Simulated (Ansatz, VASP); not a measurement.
**Au in VASP and in Ansatz**

File INCAR:

```
  ALGO = Normal
  EDIFF = 1E-6
  ENCUT = 500
  GGA = PE
  GGA_COMPAT = F
  ISIF = 2
  ISMEAR = -1
  LASPH = T
  LCHARG = F
  LREAL = F
  LWAVE = F
  NBANDS = 12
  NELM = 120
  PREC = Accurate
  SIGMA = 0.06122561905347299
```

KPOINTS

```
k-points
0
Gamma
  12 12 12
```

POSCAR

```
Au
1.0
    0.0000000000      2.0792707318      2.0792707318
    2.0792707318      0.0000000000      2.0792707318
    2.0792707318      2.0792707318      0.0000000000
Au
1
Direct
    0.0000000000      0.0000000000      0.0000000000
```

Input for Ansatz:

```yaml
crystal:
  atoms:
  - position: [0.0, 0.0, 0.0]
    symbol: Au
  lattice:
  - [0.0, 2.0792707317673815, 2.0792707317673815]
  - [2.0792707317673815, 0.0, 2.0792707317673815]
  - [2.0792707317673815, 2.0792707317673815, 0.0]
hamiltonian:
  dispersion: none
  pseudopotentials:
    kind: all_electron
    lapw: {}
    relativity: scalar
  xc: pbe
kpoints:
  mp_grid:
    grid: [12, 12, 12]
    shift: [0, 0, 0]
magnetization: {spin_polarized: false}
output: {forces: true, stress: true}
scf:
  occupations: {method: fermi_dirac, width: 0.06122561905347299}
```

Alike in both runs: task single point; functional PBE; k mesh 12 × 12 × 12; occupations fermi-dirac, width 0.0612256 eV; no spin polarisation.

|  | VASP | Ansatz |
| --- | --- | --- |
| version | VASP 6.6.1 | Ansatz 0.2 development build |
| potentials or method | VASP PAW PBE potentials, release 64 (Au), cutoff 500 eV | all-electron full-potential LAPW, scalar-relativistic |

Ansatz gave:

* pressure (GPa): 0.0

What did VASP give for the same quantities?

Pressure (GPa): -0.2.

Ansatz ran all-electron here, and VASP with PAW potentials.

Neither program's run includes spin-orbit coupling.
